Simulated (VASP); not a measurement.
A run of VASP 6.6.1 is set up as follows.

INCAR

```
PREC     = Accurate       # precision mode
ENCUT    = 520            # plane-wave cutoff, eV
EDIFF    = 1E-6           # SCF threshold, eV
ISMEAR   = 1              # smearing method
SIGMA    = 0.3            # smearing width, eV
LREAL    = F              # projectors in reciprocal space
LASPH    = T              # aspherical terms in the spheres
NELM     = 80             # most SCF steps
ALGO     = Normal         # electronic algorithm
ISIF     = 2              # what is computed and relaxed
LWAVE    = F              # write WAVECAR
LCHARG   = F              # write CHGCAR
GGA      = PS             # functional
IVDW     = 13             # dispersion correction
NBANDS   = 22             # bands
```

File KPOINTS:

```
regular mesh
0
Gamma
  7 7 2
```

Contents of POSCAR:

```
Re
1.0
    2.7663873900      0.0000000000      0.0000000000
   -1.3831937000      2.3957617600      0.0000000000
    0.0000000000      0.0000000000      8.9388451600
Re
4
Direct
    0.0000000000      0.0000000000      0.0000000000
    0.3333333316      0.6666666681      0.2500000000
    0.0041740378      0.0083480755      0.5000000000
    0.6666666720      0.3333333319      0.7500000000
```

Potentials or basis: VASP PAW PBE potentials, release 64 (Re).

The run is started by

```console
$ cat potpaw_PBE.64/Re/POTCAR > POTCAR
$ mpirun -np 1 vasp_std > vasp.out
```

(1) Predict the dispersion energy per atom.

(2) What does it give for the pressure?

(3) What does it give for the largest force?

## Answers

(1) -0.409 eV.

(2) -11.1 GPa.

(3) 0.071 eV/Å.

Caveat: the k points lie up to 0.37 Å⁻¹ apart, too coarse for converged energies and pressures of a metal; so wide a smearing shifts energies and pressures; the PAW data sets were made with another functional, which shifts forces and pressure a little.
